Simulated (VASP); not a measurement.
Here is a VASP 6.6.1 calculation.

POSCAR

```
Ti
1.0
   -1.6410000000      1.6410000000      1.6410000000
    1.6410000000     -1.6410000000      1.6410000000
    1.6410000000      1.6410000000     -1.6410000000
Ti
1
Direct
    0.0000000000      0.0000000000      0.0000000000
```

File INCAR.step1:

```
ALGO = Normal ; EDIFF = 1E-4
ENCUT = 520 ; GGA = PE
ISMEAR = -1 ; LASPH = T
LCHARG = F ; LREAL = F
LWAVE = T ; NBANDS = 12
NELM = 100 ; PREC = Accurate
SIGMA = 0.08
```

The input INCAR.step2:

```
ALGO = Normal ; EDIFF = 1E-8
ENCUT = 520 ; ISIF = 2
ISMEAR = -1 ; ISTART = 1
LASPH = T ; LCHARG = F
LEFG = T ; LMIXTAU = T
LREAL = F ; LWAVE = F
METAGGA = R2SCAN ; NBANDS = 12
NELM = 100 ; PREC = Accurate
SIGMA = 0.08
```

File KPOINTS:

```
k-points
0
Gamma
  17 17 17
```

Potentials or basis: VASP PAW PBE potentials, release 64 (Ti_sv).

The run is started by

```bash
$ cat potpaw_PBE.64/Ti_sv/POTCAR > POTCAR
$ cp INCAR.step1 INCAR
$ mpirun -np 1 vasp_std > vasp.out
$ cp INCAR.step2 INCAR
$ mpirun -np 1 vasp_std > vasp.out
```

Estimate the pressure.

-2.3 GPa.

Predict the band gap on the k mesh.

zero (band 6 reaches 9.06 eV, above the bottom of band 7 at 7.27 eV).

Caveat: without QUAD_EFG the Cq values of the log hold for a quadrupole moment of 1 mb, not for the nuclei; the PAW data sets were made with another functional, which shifts forces and pressure a little.
